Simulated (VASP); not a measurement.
Wanted: the native input for a VASP 6.6.1 run.

* Task: single point
* Functional: PBE
* Potentials or basis: VASP PAW PBE potentials, release 64 (Ni, Sb)
* Cutoff: 520 eV
* k mesh: 10 × 10 × 7
* Occupations: fermi-dirac, width 0.05 eV
* Spin: no spin polarisation
* Dipole correction: no
* Further INCAR settings: ALGO = Normal; EDIFF = 1e-06; NBANDS = 23

The structure of NiSb lies in POSCAR:

```
NiSb
1.0
    3.5528923784      0.0000000000      0.0000000000
   -1.7764461892      3.0768950566      0.0000000000
    0.0000000000      0.0000000000      4.6310613486
Ni Sb
2 2
Direct
    0.0000000000      0.0000000000      0.0000000000
    0.0000000000      0.0000000000      0.5000000000
    0.3333333333      0.6666666667      0.2500000000
    0.6666666667      0.3333333333      0.7500000000
```

These files were run (other wordings do the same):

INCAR

```
SYSTEM = NiSb
  PREC = Accurate
  ENCUT = 520
  EDIFF = 1E-6
  ISMEAR = -1
  SIGMA = 0.05
  LREAL = .FALSE.
  LASPH = .TRUE.
  NELM = 60
  ALGO = Normal
  ISIF = 2
  LWAVE = .FALSE.
  LCHARG = .FALSE.
  GGA = PE
  NBANDS = 23
```

KPOINTS

```
regular mesh
0
G
  10 10 7
  0 0 0
```

Potentials or basis: VASP PAW PBE potentials, release 64 (Ni, Sb).

The run is started by

```console
$ cat potpaw_PBE.64/Ni/POTCAR potpaw_PBE.64/Sb/POTCAR > POTCAR
$ mpirun -np 1 vasp_std > vasp.out
```

Results of the run:

```json
{
 "Pressure": "84.2 GPa",
 "Band gap on the k mesh": "zero (bands 15 and 16 overlap by 4.34 eV)"
}
```

Caveat: the cell stands under pressure; spin-orbit coupling is left out, which moves the levels of the heavy elements.

It took 2.3 min on 1 thread of AMD EPYC 7R13 (shared host), peak memory 0.18 GiB.
